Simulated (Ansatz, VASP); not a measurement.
## One calculation of TaN, two programs

```
Ta N
1.0
     0.00000    2.17384    2.17384
     2.17384    0.00000    2.17384
     2.17384    2.17384    0.00000
Ta N
1 1
Direct
  0.50000 0.50434 0.50000
  0.00000 0.94388 0.00000
```

Change from the starting cell: mode 4 frozen in at -0.122 Å and mode 6 at -0.122 Å (largest displacements).

Alike in both runs: task single point; functional LDA; k mesh 18 × 18 × 18; occupations gaussian, width 0.15 eV; no spin polarisation.

|  | VASP | Ansatz |
| --- | --- | --- |
| version | VASP 6.6.1 | Ansatz 0.2.0 |
| potentials or method | VASP PAW LDA potentials, release 64 (Ta_sv_GW, N), cutoff 600 eV | scalar-relativistic, plane waves, PAW |
| valence electrons in the cell | 18 | 18 |

|  | VASP | Ansatz | Ansatz less VASP |
| --- | --- | --- | --- |
| gap on the k mesh at the Fermi level (eV) | none | none | - |
| pressure (GPa) | 7.8 | 6.3 | -1.46 |
| traceless stress, the component that is largest in VASP (GPa) | -6.52 | -6.46 | +0.067 |
| rms of the force components (eV/Å) | 1.118 | 1.102 | -0.0163 |

Ansatz warns that its potentials were made for another functional, while VASP's fit it. LDA's correlation is that of Perdew and Zunger in VASP and of Perdew and Wang (1992) in Ansatz. Atom by atom the forces differ by 0.016 eV/Å (rms over components). A gap of «none» marks a metal or a gap that the smearing closes.

Neither program's run includes spin-orbit coupling.
